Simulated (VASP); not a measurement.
A run of VASP 6.6.1 is set up as follows.

File INCAR:

```
PREC = Accurate
ENCUT = 520
EDIFF = 1E-6
ISMEAR = 0
SIGMA = 0.1
LREAL = False
LASPH = True
NELM = 100
ALGO = Normal
ISIF = 2
LWAVE = False
LCHARG = True
LELF = True
LVHAR = True
NBANDS = 18
```

The input KPOINTS:

```
Automatic mesh
0
Gamma
  5 5 5
```

Contents of POSCAR:

```
BaHg
1.0
    4.0507675403      0.0000000000      0.0000000000
    0.0000000000      4.0507675403      0.0000000000
    0.0000000000      0.0000000000      4.0507675403
Ba Hg
1 1
Direct
    0.0000000000      0.0000000000      0.0000000000
    0.5000000000      0.5000000000      0.5000000000
```

Potentials or basis: VASP PAW LDA potentials, release 64 (Ba_sv, Hg).

Launch:

```bash
$ cat potpaw_LDA.64/Ba_sv/POTCAR potpaw_LDA.64/Hg/POTCAR > POTCAR
$ mpirun -np 1 vasp_std > vasp.out
```

**Question.** Predict the pressure.

**Answer.** 0.0 GPa.

**Question.** Predict the band gap on the k mesh.

**Answer.** Zero (band 11 reaches 3.67 eV, above the bottom of band 12 at 1.79 eV).

Caveat: spin-orbit coupling is left out, which moves the levels of the heavy elements.
